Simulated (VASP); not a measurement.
A run of VASP 6.6.1 is set up as follows.

INCAR

```
ALGO = Normal
EDIFF = 1E-6
ENCUT = 520
GGA = PE
ISIF = 2
ISMEAR = 0
LASPH = T
LCHARG = F
LREAL = F
LWAVE = F
NBANDS = 28
NELM = 60
PREC = Accurate
SIGMA = 0.1
```

The input KPOINTS:

```
k-points
0
Gamma
  4 4 4
```

POSCAR

```
LaSc2F
1.0
   -2.6793921900      2.6793921900      2.9371342900
    2.6793921900     -2.6793921900      2.9371342900
    2.6793921900      2.6793921900     -2.9371342900
La Sc F
1 2 1
Direct
    0.5000000000      0.5000000000      0.0000000000
    0.5000000000      0.0000000000      0.5000000000
    0.0000000000      0.5000000000      0.5000000000
    0.0000000000      0.0000000000      0.0000000000
```

Potentials or basis: VASP PAW PBE potentials, release 64 (La, Sc_sv, F).

Command:

```sh
$ cat potpaw_PBE.64/La/POTCAR potpaw_PBE.64/Sc_sv/POTCAR potpaw_PBE.64/F/POTCAR > POTCAR
$ mpirun -np 1 vasp_std > vasp.out
```

Problem. Predict the pressure.

Solution. 5.3 GPa.

Problem. Predict the band gap on the k mesh.

Solution. Zero (bands 20 and 21 overlap by 1.37 eV).

Stress tensor (GPa, compression positive):
```
7.62 0.00 0.00
0.00 7.62 0.00
0.00 0.00 0.71
```

Caveat: the k points lie up to 0.40 Å⁻¹ apart, too coarse for converged energies and pressures of a metal; spin-orbit coupling is left out, which moves the levels of the heavy elements.
